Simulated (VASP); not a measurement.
# BiS (Pm-3m) in VASP: a series of runs, part 2 of 2

VASP 6.6.1.

### 4 Single point, PBEsol-based screened hybrid

This run uses another cell than the first one, of 21.57 Å³/atom, 0.673 times its volume.

POSCAR

```
BiS
1.0
    3.5072568492      0.0000000000      0.0000000000
    0.0000000000      3.5072568492      0.0000000000
    0.0000000000      0.0000000000      3.5072568492
Bi S
1 1
Direct
    0.5000000000      0.5000000000      0.5000000000
    0.0000000000      0.0000000000      0.0000000000
```

INCAR.step1

```
ALGO     = Normal         # electronic algorithm
EDIFF    = 1E-5           # SCF threshold, eV
ENCUT    = 520            # plane-wave cutoff, eV
GGA      = PE             # functional
ISIF     = 2              # what is computed and relaxed
ISMEAR   = -1             # smearing method
LASPH    = T              # aspherical terms in the spheres
LCHARG   = F              # write CHGCAR
LREAL    = F              # projectors in reciprocal space
LWAVE    = T              # write WAVECAR
NBANDS   = 18             # bands
NELM     = 60             # most SCF steps
PREC     = Accurate       # precision mode
SIGMA    = 0.05           # smearing width, eV
```

INCAR.step2

```
AEXX     = 0.25           # exact-exchange fraction
ALGO     = Normal         # electronic algorithm
EDIFF    = 1E-7           # SCF threshold, eV
ENCUT    = 520            # plane-wave cutoff, eV
GGA      = PS             # functional
HFSCREEN = 0.207          # screening, 1/A
ISIF     = 2              # what is computed and relaxed
ISMEAR   = -1             # smearing method
ISTART   = 1            
LASPH    = T              # aspherical terms in the spheres
LCHARG   = F              # write CHGCAR
LHFCALC  = T              # exact exchange
LREAL    = F              # projectors in reciprocal space
LWAVE    = F              # write WAVECAR
NBANDS   = 18             # bands
NELM     = 60             # most SCF steps
PREC     = Accurate       # precision mode
PRECFOCK = Normal       
SIGMA    = 0.05           # smearing width, eV
```

KPOINTS

```
k-points
0
Gamma
  4 4 4
```

Potentials or basis: VASP PAW PBE potentials, release 64 (Bi_d, S).

Run with:

```
$ cat potpaw_PBE.64/Bi_d/POTCAR potpaw_PBE.64/S/POTCAR > POTCAR
$ cp INCAR.step1 INCAR
$ mpirun -np 1 vasp_std > vasp.out
$ cp INCAR.step2 INCAR
$ mpirun -np 1 vasp_std > vasp.out
```

OUTCAR:

```text
AEXX = 0.25
   EDIFF = 1E-7
   ENCUT = 520
   GGA = PS
   HFSCREEN = 0.207
   ISIF = 2
   ISMEAR = -1
   ISTART = 1
   LASPH = T
   LHFCALC = T
   LREAL = F
   NELM = 60
   PREC = Accurate
   PRECFOCK = Normal

 ion  position               nearest neighbor table
   1  0.500  0.500  0.500-   2 3.04   2 3.04   2 3.04   2 3.04   2 3.04   2 3.04   2 3.04   2 3.04

   2  0.000  0.000  0.000-   1 3.04   1 3.04   1 3.04   1 3.04   1 3.04   1 3.04   1 3.04   1 3.04

  LATTYP: Found a simple cubic cell.
[... 392 lines left out ...]
------------------------ aborting loop because EDIFF is reached ----------------------------------------

  FORCE on cell =-STRESS in cart. coord.  units (eV):
  Direction    XX          YY          ZZ          XY          YZ          ZX
  --------------------------------------------------------------------------------------
  -------------------------------------------------------------------------------------
  Total       -0.0255550     -0.0255550     -0.0255550     -0.0000000     -0.0000000      0.0000000
  in kB       -0.9490370     -0.9490370     -0.9490370     -0.0000000     -0.0000000      0.0000000
  external PRESSURE =      -0.9490370 kB  Pullay stress =       0.0000000 kB

 VOLUME and BASIS-vectors are now :
 -----------------------------------------------------------------------------
  energy-cutoff  :      520.00
  volume of cell :       43.14
      direct lattice vectors                 reciprocal lattice vectors
     3.507256849  0.000000000  0.000000000     0.285123116  0.000000000  0.000000000
     0.000000000  3.507256849  0.000000000     0.000000000  0.285123116  0.000000000
     0.000000000  0.000000000  3.507256849     0.000000000  0.000000000  0.285123116

 POSITION                                       TOTAL-FORCE (eV/Angst)
 -----------------------------------------------------------------------------------
      1.75363      1.75363      1.75363         0.000000      0.000000      0.000000
      0.00000      0.00000      0.00000         0.000000      0.000000      0.000000
 -----------------------------------------------------------------------------------
    total drift:                                0.000000      0.000001      0.000000

  FREE ENERGIE OF THE ION-ELECTRON SYSTEM (eV)
  ---------------------------------------------------
  free  energy   TOTEN  =       -10.2165722682 eV

  energy  without entropy=      -10.1995818590  energy(sigma->0) =      -10.20807706
```

OUTCAR.step1:

```text
EDIFF = 1E-5
   ENCUT = 520
   GGA = PE
   ISIF = 2
   ISMEAR = -1
[... 415 lines left out ...]
 -----------------------------------------------------------------------------------
      1.75363      1.75363      1.75363         0.000000      0.000000      0.000000
      0.00000      0.00000      0.00000         0.000000      0.000000      0.000000
 -----------------------------------------------------------------------------------
    total drift:                                0.000000      0.000000      0.000000

  FREE ENERGIE OF THE ION-ELECTRON SYSTEM (eV)
  ---------------------------------------------------
  free  energy   TOTEN  =        -7.9380410417 eV

  energy  without entropy=       -7.9153975990  energy(sigma->0) =       -7.92671932
```

OSZICAR.step1:

```text
N       E                     dE             d eps       ncg     rms          rms(c)
DAV:   1     0.159564979841E+03    0.15956E+03   -0.10855E+04   360   0.131E+03
DAV:   2     0.359339600152E+01   -0.15597E+03   -0.15187E+03   396   0.336E+02
DAV:   3    -0.802106441217E+01   -0.11614E+02   -0.11508E+02   446   0.895E+01
DAV:   4    -0.832154993603E+01   -0.30049E+00   -0.30015E+00   484   0.147E+01
DAV:   5    -0.832854789572E+01   -0.69980E-02   -0.69971E-02   468   0.215E+00    0.529E+00
DAV:   6    -0.793946422817E+01    0.38908E+00   -0.12421E+00   512   0.606E+00    0.402E+00
DAV:   7    -0.793998725358E+01   -0.52303E-03   -0.91630E-02   414   0.155E+00    0.209E+00
DAV:   8    -0.793822725274E+01    0.17600E-02   -0.88651E-03   454   0.802E-01    0.125E-01
DAV:   9    -0.793801038901E+01    0.21686E-03   -0.12448E-03   504   0.212E-01    0.733E-02
DAV:  10    -0.793804266064E+01   -0.32272E-04   -0.11761E-04   428   0.665E-02    0.430E-02
DAV:  11    -0.793804104166E+01    0.16190E-05   -0.77262E-06   266   0.271E-02
   1 F= -.79380410E+01 E0= -.79267193E+01  d E =-.226434E-01
```

Wall time 9.3 min (1 thread of AMD EPYC 7R13 (Zen 3), shared host); peak memory 0.24 GiB.

Results:

```
Free energy : -10.2166 eV
Pressure    : -0.1 GPa
```

Caveat: the k points lie up to 0.45 Å⁻¹ apart; the PAW data sets were made with another functional, which shifts forces and pressure a little; spin-orbit coupling is left out, which moves the levels of the heavy elements.

### 5 Single point, HSE06

This run uses another cell than the first one, of 22.19 Å³/atom, 0.692 times its volume.

POSCAR

```
BiS
1.0
    3.5403598775      0.0000000000      0.0000000000
    0.0000000000      3.5403598775      0.0000000000
    0.0000000000      0.0000000000      3.5403598775
Bi S
1 1
Direct
    0.5000000000      0.5000000000      0.5000000000
    0.0000000000      0.0000000000      0.0000000000
```

INCAR.step1

```
ALGO = Normal
EDIFF = 1E-5
ENCUT = 520
GGA = PE
ISIF = 2
ISMEAR = -1
LASPH = T
LCHARG = F
LREAL = F
LWAVE = T
NBANDS = 18
NELM = 60
PREC = Accurate
SIGMA = 0.05
```

INCAR.step2

```
ALGO = Normal
EDIFF = 1E-6
ENCUT = 520
GGA = PE
HFSCREEN = 0.2079
ISIF = 2
ISMEAR = -1
ISTART = 1
LASPH = T
LCHARG = F
LHFCALC = T
LREAL = F
LWAVE = F
NBANDS = 18
NELM = 60
PREC = Accurate
PRECFOCK = Normal
SIGMA = 0.05
```

KPOINTS is that of step 4.

Potentials or basis: VASP PAW PBE potentials, release 64 (Bi_d, S).

Run with:

```
$ cat potpaw_PBE.64/Bi_d/POTCAR potpaw_PBE.64/S/POTCAR > POTCAR
$ cp INCAR.step1 INCAR
$ mpirun -np 1 vasp_std > vasp.out
$ cp INCAR.step2 INCAR
$ mpirun -np 1 vasp_std > vasp.out
```

OUTCAR:

```text
EDIFF = 1E-6
   ENCUT = 520
   GGA = PE
   HFSCREEN = 0.2079
   ISIF = 2
   ISMEAR = -1
   ISTART = 1
   LASPH = T
   LHFCALC = T
   LREAL = F
   NELM = 60
   PREC = Accurate
   PRECFOCK = Normal

 ion  position               nearest neighbor table
   1  0.500  0.500  0.500-   2 3.07   2 3.07   2 3.07   2 3.07   2 3.07   2 3.07   2 3.07   2 3.07

   2  0.000  0.000  0.000-   1 3.07   1 3.07   1 3.07   1 3.07   1 3.07   1 3.07   1 3.07   1 3.07

  LATTYP: Found a simple cubic cell.
 ALAT       =     3.5403598775

  Lattice vectors:

 A1 = (   3.5403598775,   0.0000000000,   0.0000000000)
 A2 = (   0.0000000000,   3.5403598775,   0.0000000000)
 A3 = (   0.0000000000,   0.0000000000,   3.5403598775)

Analysis of symmetry for initial positions (statically):
=====================================================================
 Subroutine PRICEL returns:
 Original cell was already a primitive cell.

 Routine SETGRP: Setting up the symmetry group for a
 simple cubic supercell.
[... 154 lines left out ...]
  ext. energy  EPLUGINS =         0.00000000
  ---------------------------------------------------
  free energy    TOTEN  =        -9.60045192 eV

  energy without entropy =       -9.58066968  energy(sigma->0) =       -9.59056080

 E-fermi :   8.6601     XC(G=0):  -8.9516

 val. band max:        8.6505626736   @ k =   0.5000   0.5000   0.2500
 cond. band min:       8.7601331148   @ k =   0.2500   0.2500   0.0000
 fundamental gap:      0.1095704412
 Fermi energy:         8.6601166339

 k-point     1 :       0.0000    0.0000    0.0000
  band No.  band energies     occupation
      1     -17.2431      2.00000
      2     -17.2431      2.00000
      3     -17.0893      2.00000
      4     -17.0893      2.00000
      5     -17.0893      2.00000
      6      -8.6833      2.00000
[... 187 lines left out ...]
      5     -17.0408      2.00000
      6      -5.1231      2.00000
[... 10 lines left out ...]
     17      25.6145      0.00000
     18      25.6695      0.00000

------------------------ aborting loop because EDIFF is reached ----------------------------------------

  FORCE on cell =-STRESS in cart. coord.  units (eV):
  Direction    XX          YY          ZZ          XY          YZ          ZX
  --------------------------------------------------------------------------------------
  -------------------------------------------------------------------------------------
  Total       -0.0733289     -0.0733289     -0.0733289      0.0000000     -0.0000000      0.0000000
  in kB       -2.6475466     -2.6475466     -2.6475466      0.0000000     -0.0000000      0.0000000
  external PRESSURE =      -2.6475466 kB  Pullay stress =       0.0000000 kB

 VOLUME and BASIS-vectors are now :
 -----------------------------------------------------------------------------
  energy-cutoff  :      520.00
  volume of cell :       44.38
      direct lattice vectors                 reciprocal lattice vectors
     3.540359877  0.000000000  0.000000000     0.282457161  0.000000000  0.000000000
     0.000000000  3.540359877  0.000000000     0.000000000  0.282457161  0.000000000
     0.000000000  0.000000000  3.540359877     0.000000000  0.000000000  0.282457161

 POSITION                                       TOTAL-FORCE (eV/Angst)
 -----------------------------------------------------------------------------------
      1.77018      1.77018      1.77018         0.000000      0.000000      0.000000
      0.00000      0.00000      0.00000         0.000000      0.000000      0.000000
 -----------------------------------------------------------------------------------
    total drift:                                0.000012      0.000003      0.000003

  FREE ENERGIE OF THE ION-ELECTRON SYSTEM (eV)
  ---------------------------------------------------
  free  energy   TOTEN  =        -9.6004519234 eV

  energy  without entropy=       -9.5806696757  energy(sigma->0) =       -9.59056080
```

OUTCAR.step1:

```text
EDIFF = 1E-5
   ENCUT = 520
   GGA = PE
   ISIF = 2
   ISMEAR = -1
[... 415 lines left out ...]
 -----------------------------------------------------------------------------------
      1.77018      1.77018      1.77018         0.000000      0.000000      0.000000
      0.00000      0.00000      0.00000         0.000000      0.000000      0.000000
 -----------------------------------------------------------------------------------
    total drift:                                0.000000      0.000000      0.000000

  FREE ENERGIE OF THE ION-ELECTRON SYSTEM (eV)
  ---------------------------------------------------
  free  energy   TOTEN  =        -7.9714690519 eV

  energy  without entropy=       -7.9475276588  energy(sigma->0) =       -7.95949836
```

Wall time 5.3 min (1 thread of AMD EPYC 7R13 (Zen 3), shared host); peak memory 0.24 GiB.

What came out:

```yaml
Free_energy: -9.6005 eV
Pressure: -0.3 GPa
```

Caveat: the k points lie up to 0.44 Å⁻¹ apart; the PAW data sets were made with another functional, which shifts forces and pressure a little; spin-orbit coupling is left out, which moves the levels of the heavy elements.

### 6 Single point, PBE-based screened hybrid

This run uses another cell than the first one, of 22.33 Å³/atom, 0.696 times its volume.

POSCAR

```
BiS
1.0
    3.5480411604      0.0000000000      0.0000000000
    0.0000000000      3.5480411604      0.0000000000
    0.0000000000      0.0000000000      3.5480411604
Bi S
1 1
Direct
    0.5000000000      0.5000000000      0.5000000000
    0.0000000000      0.0000000000      0.0000000000
```

INCAR.step1

```
SYSTEM = BiS
PREC     = Accurate       ! precision mode
ENCUT    = 520            ! plane-wave cutoff, eV
EDIFF    = 1E-5           ! SCF threshold, eV
ISMEAR   = -1             ! smearing method
SIGMA    = 0.05           ! smearing width, eV
LREAL    = .False.        ! projectors in reciprocal space
LASPH    = .True.         ! aspherical terms in the spheres
NELM     = 80             ! most SCF steps
ALGO     = Normal         ! electronic algorithm
ISIF     = 2              ! what is computed and relaxed
LWAVE    = .True.         ! write WAVECAR
LCHARG   = .False.        ! write CHGCAR
NBANDS   = 18             ! bands
GGA      = PE             ! functional
```

INCAR.step2

```
SYSTEM = BiS
PREC     = Accurate       ! precision mode
ENCUT    = 520            ! plane-wave cutoff, eV
EDIFF    = 1E-6           ! SCF threshold, eV
ISMEAR   = -1             ! smearing method
SIGMA    = 0.05           ! smearing width, eV
LREAL    = .False.        ! projectors in reciprocal space
LASPH    = .True.         ! aspherical terms in the spheres
NELM     = 80             ! most SCF steps
ALGO     = Normal         ! electronic algorithm
ISIF     = 2              ! what is computed and relaxed
LWAVE    = .False.        ! write WAVECAR
LCHARG   = .False.        ! write CHGCAR
GGA      = PE             ! functional
LHFCALC  = .True.         ! exact exchange
AEXX     = 0.25           ! exact-exchange fraction
HFSCREEN = 0.3            ! screening, 1/A
PRECFOCK = Normal       
NBANDS   = 18             ! bands
ISTART   = 1
```

KPOINTS

```
regular mesh
0
Gamma
  4 4 4
  0 0 0
```

Potentials or basis: VASP PAW PBE potentials, release 64 (Bi_d, S).

Run with:

```
$ cat potpaw_PBE.64/Bi_d/POTCAR potpaw_PBE.64/S/POTCAR > POTCAR
$ cp INCAR.step1 INCAR
$ mpirun -np 1 vasp_std > vasp.out
$ cp INCAR.step2 INCAR
$ mpirun -np 1 vasp_std > vasp.out
```

It took 5 min on 1 thread of AMD EPYC 7R13 (Zen 3), shared host; peak memory 0.24 GiB.

The run converged. Its results:

```
Free energy : -9.2714 eV
Pressure    : -0.3 GPa
```

Levels at points of the mesh, in eV from the Fermi level:
| k point | band 7 | band 8 | band 9 | band 10 | band 11 | band 12 | band 13 | band 14 |
| --- | --- | --- | --- | --- | --- | --- | --- | --- |
| (0.00, 0.00, 0.00) | -9.90 | -3.68 | -3.68 | -3.68 | 4.08 | 4.08 | 5.20 | 5.20 |
| (0.50, 0.00, 0.00) | -13.29 | -2.14 | -2.14 | -2.02 | -1.63 | 1.92 | 1.92 | 5.79 |
| (0.50, 0.50, 0.00) | -11.48 | -7.21 | -7.21 | -1.81 | 2.90 | 2.90 | 3.92 | 6.36 |
| (0.50, 0.50, 0.50) | -10.11 | -4.54 | -4.54 | -4.54 | -3.02 | -3.02 | -3.02 | 13.88 |

Caveat: the k points lie up to 0.44 Å⁻¹ apart; the PAW data sets were made with another functional, which shifts forces and pressure a little; spin-orbit coupling is left out, which moves the levels of the heavy elements.

### 7 Summary

```tsv
task	level	cell	k mesh	cutoff (eV)	smearing	grid for exact exchange (PRECFOCK)	share of exact exchange	screening parameter	gap on the mesh (eV)	pressure (GPa)
relaxation of cell and atoms	BLYP	relaxed from a = 4.003 Å, 2 atoms	7 × 7 × 7	500	fermi-dirac 0.05 eV	-	-	-	none	0.0
single point	PBE	a = 4.003 Å, 2 atoms	4 × 4 × 4	500	fermi-dirac 0.03 eV	-	-	-	none	-11.2
single point	PBEsol-based screened hybrid	a = 3.507 Å, 2 atoms	4 × 4 × 4	520	fermi-dirac 0.05 eV	Normal	0.25	0.207 1/Å	none	-0.1
single point	HSE06	a = 3.540 Å, 2 atoms	4 × 4 × 4	520	fermi-dirac 0.05 eV	Normal	-	0.2079 1/Å	none	-0.3
single point	PBE-based screened hybrid	a = 3.548 Å, 2 atoms	4 × 4 × 4	520	fermi-dirac 0.05 eV	Normal	0.25	0.3 1/Å	none	-0.3
```

Alike in all rows: potentials or basis VASP PAW PBE potentials, release 64 (Bi_d, S); no spin polarisation.

Caveats: some runs use coarse meshes; spin-orbit coupling is left out, which moves the levels of the heavy elements; the PAW data sets were made with another functional, which shifts forces and pressure a little (some runs); the volume moved by over 15 % at a fixed basis, so the end points are rough (some runs).

Total energies depend on the potentials used, so only differences within one code and one set of settings carry meaning.
